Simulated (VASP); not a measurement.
A run of VASP 6.6.1 is set up as follows.

POSCAR

```
TePb
1.0
    4.0022870000      0.0000000000      0.0000000000
    0.0000000000      4.0022870000      0.0000000000
    0.0000000000      0.0000000000      4.0022870000
Pb Te
1 1
Direct
    0.0000000000      0.0000000000      0.0000000000
    0.5000000000      0.5000000000      0.5000000000
```

File INCAR.step1:

```
SYSTEM = TePb
  ALGO = Normal
  EDIFF = 1E-5
  ENCUT = 520
  GGA = PE
  ISIF = 2
  ISMEAR = -1
  LASPH = .True.
  LCHARG = .False.
  LREAL = .False.
  LWAVE = .True.
  NBANDS = 17
  NELM = 60
  PREC = Accurate
  SIGMA = 0.05
```

Contents of INCAR.step2:

```
SYSTEM = TePb
  AEXX = 1.0
  AGGAC = 0.0
  ALDAC = 0.0
  ALGO = Normal
  EDIFF = 1E-7
  ENCUT = 520
  GGA = PE
  ISIF = 2
  ISMEAR = -1
  ISTART = 1
  LASPH = .True.
  LCHARG = .False.
  LHFCALC = .True.
  LREAL = .False.
  LWAVE = .False.
  NBANDS = 17
  NELM = 60
  PREC = Accurate
  PRECFOCK = Normal
  SIGMA = 0.05
```

KPOINTS

```
k-points
0
Gamma
  4 4 4
  0 0 0
```

Potentials or basis: VASP PAW PBE potentials, release 64 (Pb_d, Te).

Launch:

```bash
$ cat potpaw_PBE.64/Pb_d/POTCAR potpaw_PBE.64/Te/POTCAR > POTCAR
$ cp INCAR.step1 INCAR
$ mpirun -np 1 vasp_std > vasp.out
$ cp INCAR.step2 INCAR
$ mpirun -np 1 vasp_std > vasp.out
```

Problem. Estimate the band gap on the k mesh.

Solution. Zero (band 10 reaches 7.32 eV, above the bottom of band 11 at 5.76 eV).

Problem. What does it give for the pressure?

Solution. 3.2 GPa.

Caveat: the k points lie up to 0.39 Å⁻¹ apart; the PAW data sets were made with another functional, which shifts forces and pressure a little; spin-orbit coupling is left out, which moves the levels of the heavy elements.
